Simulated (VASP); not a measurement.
BiTe: relaxation of the atoms with r2SCAN

BiTe:

```
Bi Te
1.0
     0.00000    3.30094    3.30094
     3.30094    0.00000    3.30094
     3.30094    3.30094    0.00000
Bi Te
1 1
Direct
  0.00000 0.00000 0.00000
  0.50000 0.50000 0.50000
```

```yaml
Program: VASP 6.6.1
Task: relaxation of the atoms
Functional: r2SCAN
Potentials_or_basis: VASP PAW PBE potentials, release 64 (Bi_d, Te)
Cutoff: 520 eV
k_mesh: 9 × 9 × 9
Occupations: fermi-dirac, width 0.1 eV
Spin: no spin polarisation
Dipole_correction: no
Further_INCAR_settings: ALGO = Normal; EDIFF = 1e-06; IBRION = 2; EDIFFG = -0.01; NSW = 50
```

| Quantity | Value |
| --- | --- |
| Pressure after relaxing | -2.7 GPa |
| Band gap on the k mesh | zero (an odd number of electrons rules out a gap without spin polarisation) |

Final structure:
```
CELL_PARAMETERS angstrom
0.00000 3.30094 3.30094
3.30094 0.00000 3.30094
3.30094 3.30094 0.00000
ATOMIC_POSITIONS crystal
Bi 0.00000 0.00000 0.00000
Te 0.50000 0.50000 0.50000
```

Levels at points of the mesh, in eV from the Fermi level:
| k point | band 8 | band 9 | band 10 | band 11 | band 12 | band 13 |
| --- | --- | --- | --- | --- | --- | --- |
| (0.00, 0.00, 0.00) | -2.63 | -2.63 | -2.63 | 2.11 | 2.11 | 2.11 |

Run time: 64 s on 1 thread of Intel(R) Xeon(R) Platinum 8488C (Sapphire Rapids), on a shared host, peak memory 0.24 GiB.

Caveat: the relaxation stopped at its first step, so nothing moved; the PAW data sets were made with another functional, which shifts forces and pressure a little; spin-orbit coupling is left out, which moves the levels of the heavy elements.
